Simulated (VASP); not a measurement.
A run of VASP 6.6.1 is set up as follows.

Contents of INCAR:

```
PREC = Accurate
ENCUT = 600
EDIFF = 1E-6
ISMEAR = -1
SIGMA = 0.05
LREAL = False
LASPH = True
NELM = 60
ALGO = Normal
ISIF = 3
LWAVE = False
LCHARG = False
GGA = PE
IVDW = 12
IBRION = 2
NSW = 80
EDIFFG = -0.005
```

Contents of KPOINTS:

```
regular mesh
0
Gamma
  13 13 13
```

POSCAR

```
C
1.0
    0.0000000000      1.7833700000      1.7833700000
    1.7833700000      0.0000000000      1.7833700000
    1.7833700000      1.7833700000      0.0000000000
C
2
Direct
    0.7500000000      0.7500000000      0.7500000000
    0.5000000000      0.5000000000      0.5000000000
```

Potentials or basis: VASP PAW PBE potentials, release 64 (C).

Run with:

```sh
$ cat potpaw_PBE.64/C/POTCAR > POTCAR
$ mpirun -np 1 vasp_std > vasp.out
```

Task: Predict the dispersion energy per atom.

Result: -0.193 eV.

Task: What does it give for the band gap on the k mesh?

Result: 4.16 eV, indirect (least direct gap 5.61 eV).

Task: Estimate the relaxed cell.

Result: a = 2.515 Å, b = 2.515 Å, c = 2.515 Å, α = 60.00°, β = 60.00°, γ = 60.00°.

Final structure:
```cif
data_structure
_symmetry_space_group_name_H-M 'P 1'
_symmetry_Int_Tables_number 1
_cell_length_a 2.5151
_cell_length_b 2.5151
_cell_length_c 2.5151
_cell_angle_alpha 60.000
_cell_angle_beta 60.000
_cell_angle_gamma 60.000
_cell_volume 11.25
loop_
_atom_site_label
_atom_site_type_symbol
_atom_site_fract_x
_atom_site_fract_y
_atom_site_fract_z
_atom_site_occupancy
C1 C 0.75000 0.75000 0.75000 1
C2 C 0.50000 0.50000 0.50000 1
```

The cell as given is a measured one (5.67 Å³/atom); PBE+D3(BJ) puts the equilibrium volume -0.8 % from it, thermal expansion not counted.
